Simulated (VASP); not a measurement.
# TaN (P-62m) in VASP: further runs

TaN is run at these levels: r2SCAN+D3(BJ); tasks: single point.

Program: VASP 6.6.1. These are calculated values, not measurements. Logs are shortened: lines on timing, memory, paths and dates and some standing lists are left out, and cuts for length are marked.

### Step 1. The cell of the first run

The structure is hexagonal, space group P-62m (No. 189). Conventional cell: a = 4.979 Å, b = 4.979 Å, c = 2.790 Å, α = 90.00°, β = 90.00°, γ = 120.00°. Within 2.9 Å of Ta (site symmetry -6) lie 6 N at 2.07 Å and 5 Ta at 2.79 to 2.87 Å. Ta (site symmetry -62m) has 3 N at 1.96 Å within 2.6 Å. N (site symmetry m2m) has 5 Ta at 1.96 to 2.07 Å and 6 N at 2.66 to 2.79 Å within 2.8 Å.

### Step 2. Single point, r2SCAN+D3(BJ)

The input, POSCAR:

```
TaN
1.0
    4.9792435155      0.0000000000      0.0000000000
   -2.4896217577      4.3121513779      0.0000000000
    0.0000000000      0.0000000000      2.7895646408
Ta N
3 3
Direct
    0.3333333333      0.6666666667      0.5000000000
    0.6666666667      0.3333333333      0.5000000000
    0.0000000000      0.0000000000      0.0000000000
    0.3928500000      0.0000000000      0.0000000000
    0.6071500000      0.6071500000      0.0000000000
    0.0000000000      0.3928500000      0.0000000000
```

The input, INCAR.step1:

```
SYSTEM = TaN
  PREC = Accurate
  ENCUT = 520
  ISMEAR = -1
  SIGMA = 0.1
  LREAL = .FALSE.
  LASPH = .TRUE.
  NELM = 80
  NBANDS = 33
  GGA = PE
  ALGO = Normal
  EDIFF = 1E-4
  LWAVE = .TRUE.
  LCHARG = .FALSE.
```

The input, INCAR.step2:

```
SYSTEM = TaN
  PREC = Accurate
  ENCUT = 520
  EDIFF = 1E-7
  ISMEAR = -1
  SIGMA = 0.1
  LREAL = .FALSE.
  LASPH = .TRUE.
  NELM = 80
  ALGO = Normal
  ISIF = 2
  LWAVE = .FALSE.
  LCHARG = .FALSE.
  METAGGA = R2SCAN
  LMIXTAU = .TRUE.
  IVDW = 12
  VDW_S6 = 1.0
  VDW_S8 = 0.78981345
  VDW_A1 = 0.49484001
  VDW_A2 = 5.73083694
  NBANDS = 33
  ISTART = 1
```

The input, KPOINTS:

```
regular mesh
0
G
  5 5 8
  0 0 0
```

Potentials or basis: VASP PAW PBE potentials, release 64 (Ta_pv, N).

On the command line:

```
> cat potpaw_PBE.64/Ta_pv/POTCAR potpaw_PBE.64/N/POTCAR > POTCAR
> cp INCAR.step1 INCAR
> mpirun -np 1 vasp_std > vasp.out
> cp INCAR.step2 INCAR
> mpirun -np 1 vasp_std > vasp.out
```

OUTCAR:

```text
SYSTEM = TaN
   PREC = Accurate
   ENCUT = 520
   EDIFF = 1E-7
   ISMEAR = -1
   LREAL = .FALSE.
   LASPH = .TRUE.
   NELM = 80
   ISIF = 2
   METAGGA = R2SCAN
   IVDW = 12
   ISTART = 1
 IVDW          = 12

 ion  position               nearest neighbor table
   1  0.333  0.667  0.500-   5 2.07   5 2.07   6 2.07   6 2.07   4 2.07   4 2.07   2 2.87   2 2.87
                             2 2.87   3 3.20   3 3.20   3 3.20   3 3.20   3 3.20   3 3.20
   2  0.667  0.333  0.500-   6 2.07   6 2.07   4 2.07   4 2.07   5 2.07   5 2.07   1 2.87   1 2.87
                             1 2.87   3 3.20   3 3.20   3 3.20   3 3.20   3 3.20   3 3.20
   3  0.000  0.000  0.000-   4 1.96   6 1.96   5 1.96   2 3.20   1 3.20   1 3.20   2 3.20   2 3.20
                             2 3.20   1 3.20   1 3.20   2 3.20   2 3.20   1 3.20   1 3.20
   4  0.393  0.000  0.000-   3 1.96   1 2.07   1 2.07   2 2.07   2 2.07
   5  0.607  0.607  0.000-   3 1.96   1 2.07   1 2.07   2 2.07   2 2.07
   6  0.000  0.393  0.000-   3 1.96   2 2.07   2 2.07   1 2.07   1 2.07

  LATTYP: Found a hexagonal cell.
 ALAT       =     4.9792435155
 C/A-ratio  =     0.5602386451

  Lattice vectors:

 A1 = (   4.9792435155,   0.0000000000,   0.0000000000)
 A2 = (  -2.4896217577,   4.3121513779,   0.0000000000)
 A3 = (   0.0000000000,   0.0000000000,   2.7895646408)

Analysis of symmetry for initial positions (statically):
=====================================================================
 Subroutine PRICEL returns:
 Original cell was already a primitive cell.

 Routine SETGRP: Setting up the symmetry group for a
 hexagonal supercell.

 Subroutine GETGRP returns: Found 12 space group operations
 (whereof 12 operations were pure point group operations)
 out of a pool of 24 trial point group operations.

The static configuration has the point symmetry D_3h.

Analysis of symmetry for dynamics (positions and initial velocities):
=====================================================================
 Subroutine PRICEL returns:
 Original cell was already a primitive cell.

 Routine SETGRP: Setting up the symmetry group for a
 hexagonal supercell.

 Subroutine GETGRP returns: Found 12 space group operations
 (whereof 12 operations were pure point group operations)
 out of a pool of 24 trial point group operations.

The dynamic configuration has the point symmetry D_3h.

 Subroutine INISYM returns: Found 12 space group operations
 (whereof 12 operations are pure point group operations),
 and found     1 'primitive' translations

----------------------------------------------------------------------------------------

                                     Primitive cell

  volume of cell :      59.8954

  direct lattice vectors                    reciprocal lattice vectors
     4.979243516  0.000000000  0.000000000     0.200833720  0.115951402  0.000000000
    -2.489621758  4.312151378  0.000000000     0.000000000  0.231902805  0.000000000
     0.000000000  0.000000000  2.789564641     0.000000000  0.000000000  0.358478877

  length of vectors
     4.979243516  4.979243517  2.789564641     0.231902805  0.231902805  0.358478877

  position of ions in fractional coordinates (direct lattice)
     0.333333333  0.666666667  0.500000000
     0.666666667  0.333333333  0.500000000
     0.000000000  0.000000000  0.000000000
     0.392850000  0.000000000  0.000000000
     0.607150000  0.607150000  0.000000000
     1.000000000  0.392850000  0.000000000

  ion indices of the primitive-cell ions
   primitive index   ion index
                 1           1
                 2           2
                 3           3
                 4           4
                 5           5
                 6           6

----------------------------------------------------------------------------------------

 KPOINTS: regular mesh

Automatic generation of k-mesh.
 Grid dimensions read from file:
 generate k-points for:    5    5    8

 Generating k-lattice:

  Cartesian coordinates                     Fractional coordinates (reciprocal lattice)
     0.040166744  0.023190280  0.000000000     0.200000000 -0.000000000  0.000000000
     0.000000000  0.046380561  0.000000000     0.000000000  0.200000000  0.000000000
     0.000000000  0.000000000  0.044809860     0.000000000  0.000000000  0.125000000

  Length of vectors
     0.046380561  0.046380561  0.044809860

  Shift w.r.t. Gamma in fractional coordinates (k-lattice)
     0.000000000  0.000000000  0.000000000

 Subroutine IBZKPT returns following result:
 ===========================================

 Found     25 irreducible k-points:

 Following reciprocal coordinates:
            Coordinates               Weight
  0.000000  0.000000  0.000000      1.000000
  0.200000 -0.000000  0.000000      6.000000
  0.400000  0.000000  0.000000      6.000000
  0.200000  0.200000  0.000000      6.000000
  0.400000  0.200000  0.000000      6.000000
  0.000000  0.000000  0.125000      2.000000
[... 16 lines left out ...]
  0.400000  0.000000  0.500000      6.000000
  0.200000  0.200000  0.500000      6.000000
   k-points           NKPTS =     25   k-points in BZ     NKDIM =     25   number of bands    NBANDS=     33
   number of dos      NEDOS =    301   number of ions     NIONS =      6
   total plane-waves  NPLWV =  38400
   dimension x,y,z NGX =    40 NGY =   40 NGZ =   24
   dimension x,y,z NGXF=    80 NGYF=   80 NGZF=   48
   ions per type =               3   3
   NGX,Y,Z   is equivalent  to a cutoff of  13.36, 13.36, 14.30 a.u.
   NGXF,Y,Z  is equivalent  to a cutoff of  26.71, 26.71, 28.61 a.u.
 SYSTEM =  TaN
   PREC   = accura    normal or accurate (medium, high low for compatibility)
   ISTART =      1    job   : 0-new  1-cont  2-samecut
   ICHARG =      0    charge: 1-file 2-atom 10-const
   ISPIN  =      1    spin polarized calculation?
   LNONCOLLINEAR =      F non collinear calculations
   LSORBIT =      F    spin-orbit coupling
   LASPH  =      T    aspherical Exc in radial PAW
   ENCUT  =  520.0 eV  38.22 Ry    6.18 a.u.   9.26  9.26  5.19*2*pi/ulx,y,z
   NELM   =     80;   NELMIN=  2; NELMDL=  0     # of ELM steps
   EDIFF  = 0.1E-06   stopping-criterion for ELM
   LREAL  =      F    real-space projection
   EDIFFG = 0.1E-05   stopping-criterion for IOM
   NSW    =      0    number of steps for IOM
   IBRION =     -1    ionic relax: 0-MD 1-quasi-New 2-CG
   NFREE  =      0    steps in history (QN), initial steepest desc. (CG)
   ISIF   =      2    stress and relaxation
   ISYM   =      2    0-nonsym 1-usesym 2-fastsym
   POTIM  = 0.5000    time-step for ionic-motion
   TEBEG  =    0.0;   TEEND  =   0.0 temperature during run
   PSTRESS=    0.0 pullay stress
   NELECT =      48.0000    total number of electrons
   NUPDOWN=      -1.0000    fix difference up-down
   EMIN   =  10.00;   EMAX   =-10.00  energy-range for DOS
   EFERMI =   0.00;   METHOD = LEGACY
   ISMEAR =    -1;   SIGMA  =   0.10  broadening in eV -4-tet -1-fermi 0-gaus
   EFERMI_NEDOS =   21; number of points for ismear=-14 and -15
   IALGO  =     38    algorithm
   IMIX   =      4    mixing-type and parameters
     AMIX     =   0.40;   BMIX     =  1.00
     AMIX_MAG =   1.60;   BMIX_MAG =  1.00
  volume/ion in A,a.u.               =       9.98        67.37
  Fermi-wavevector in a.u.,A,eV,Ry     =   1.520631  2.873577 31.461025  2.312320
  Thomas-Fermi vector in A             =   2.629456
   LORBIT       =      0    0 simple, 1 ext, 2 COOP (PROOUT), +10 PAW based schemes
   METAGGA = R2SCAN    functional components
   LHFCALC =     F    Hartree Fock is set to
   AEXX    =    0.0000 exact exchange contribution
   IVDW    =    12    specifies the selected vdW correction
   LEPSILON=     F    determine dielectric tensor
   LRPA    =     F    only Hartree local field effects (RPA)
 non-spin polarized calculation
  energy-cutoff  :      520.00
  volume of cell :       59.90
 maximum number of plane-waves:      1631
 NGX is ok and might be reduce to    40
   NGX = 19   NGY = 19   NGZ = 11

 number of electron      48.0000004 magnetization

 Free energy of the ion-electron system (eV)
  ---------------------------------------------------
  ext. energy  EPLUGINS =         0.00000000
  ---------------------------------------------------
  free energy    TOTEN  =      -179.89583127 eV

  energy without entropy =     -179.87203785  energy(sigma->0) =     -179.88393456

 E-fermi :   9.9620     XC(G=0): -14.7866

 val. band max:        9.7562780176   @ k =   0.2000  -0.0000   0.1250
 cond. band min:      10.0549246469   @ k =   0.2000  -0.0000   0.3750
 fundamental gap:      0.2986466293
 Fermi energy:         9.9620082566

 k-point     1 :       0.0000    0.0000    0.0000
  band No.  band energies     occupation
      1     -27.8776      2.00000
      2     -27.8776      2.00000
      3     -27.3647      2.00000
      4     -27.3647      2.00000
      5     -27.0204      2.00000
      6     -26.8314      2.00000
[... 25 lines left out ...]
     32      13.7720      0.00000
     33      13.7720      0.00000

 k-point     2 :       0.2000   -0.0000    0.0000
  band No.  band energies     occupation
      1     -27.9388      2.00000
      2     -27.8686      2.00000
      3     -27.2825      2.00000
      4     -27.2747      2.00000
      5     -27.0033      2.00000
      6     -26.8718      2.00000
[... 25 lines left out ...]
     32      14.1255      0.00000
     33      14.1605      0.00000
[... 754 lines left out ...]
     32      16.1846      0.00000
     33      16.4183      0.00000

 k-point    24 :       0.2000    0.2000    0.5000
  band No.  band energies     occupation
      1     -28.3409      2.00000
      2     -28.1244      2.00000
      3     -27.6749      2.00000
      4     -27.4810      2.00000
      5     -27.1905      2.00000
      6     -26.9473      2.00000
[... 25 lines left out ...]
     32      15.9428      0.00000
     33      16.3502      0.00000

 [... further k-points ...]

------------------------ aborting loop because EDIFF is reached ----------------------------------------

 Edisp (eV)   -1.42645

 E8    (eV) :    -0.5292

  FORCE on cell =-STRESS in cart. coord.  units (eV):
  Direction    XX          YY          ZZ          XY          YZ          ZX
  --------------------------------------------------------------------------------------
  -------------------------------------------------------------------------------------
  Total      20.50176    20.50176    21.06346     0.00000     0.00000     0.00000
  in kB     548.41332   548.41333   563.43839     0.00000     0.00000     0.00000
  external pressure =      553.42 kB  Pullay stress =        0.00 kB

 VOLUME and BASIS-vectors are now :
 -----------------------------------------------------------------------------
  energy-cutoff  :      520.00
  volume of cell :       59.90
      direct lattice vectors                 reciprocal lattice vectors
     4.979243516  0.000000000  0.000000000     0.200833720  0.115951402  0.000000000
    -2.489621758  4.312151378  0.000000000     0.000000000  0.231902805  0.000000000
     0.000000000  0.000000000  2.789564641     0.000000000  0.000000000  0.358478877

 POSITION                                       TOTAL-FORCE (eV/Angst)
 -----------------------------------------------------------------------------------
     -0.00000      2.87477      1.39478        -0.000000     -0.000000      0.000000
      2.48962      1.43738      1.39478        -0.000000     -0.000000      0.000000
      0.00000      0.00000      0.00000        -0.000000     -0.000000      0.000000
      1.95610      0.00000      0.00000         0.573215     -0.000000     -0.000000
      1.51157      2.61812      0.00000        -0.286607     -0.496418      0.000000
     -0.97805      1.69403      0.00000        -0.286607      0.496418      0.000000
 -----------------------------------------------------------------------------------
    total drift:                                0.000002      0.000003     -0.000000

  FREE ENERGIE OF THE ION-ELECTRON SYSTEM (eV)
  ---------------------------------------------------
  free  energy   TOTEN  =      -181.3222779575 eV

  energy  without entropy=     -181.2984845445  energy(sigma->0) =     -181.31038125
```

Wall time 2.7 min (1 thread of AMD EPYC 9R45 (Zen 5), shared host); peak memory 0.19 GiB.

Results:

```yaml
Free_energy: -181.3223 eV
Pressure: 55.3 GPa
Largest_force: 0.573 eV/Å
Band_gap_on_the_k_mesh: zero (bands 24 and 25 overlap by 3.67 eV)
Dispersion_energy_per_atom: -0.238 eV
```

Forces on the atoms (eV/Å):
```
Ta   0.000  0.000  0.000
Ta   0.000  0.000  0.000
Ta   0.000  0.000  0.000
N    0.573  0.000  0.000
N   -0.287 -0.496  0.000
N   -0.287  0.496  0.000
```

Levels at points of the mesh, in eV from the Fermi level:
```tsv
k point	band 22	band 23	band 24	band 25	band 26	band 27
(0.00, 0.00, 0.00)	-3.98	-2.35	-1.34	-1.34	0.57	0.57
(0.00, 0.00, 0.50)	-3.64	-3.64	2.13	2.20	2.20	2.70
```

Caveat: three body term missing; the cell stands under pressure; the PAW data sets were made with another functional, which shifts forces and pressure a little; spin-orbit coupling is left out, which moves the levels of the heavy elements.

[end of part 1 of 2]
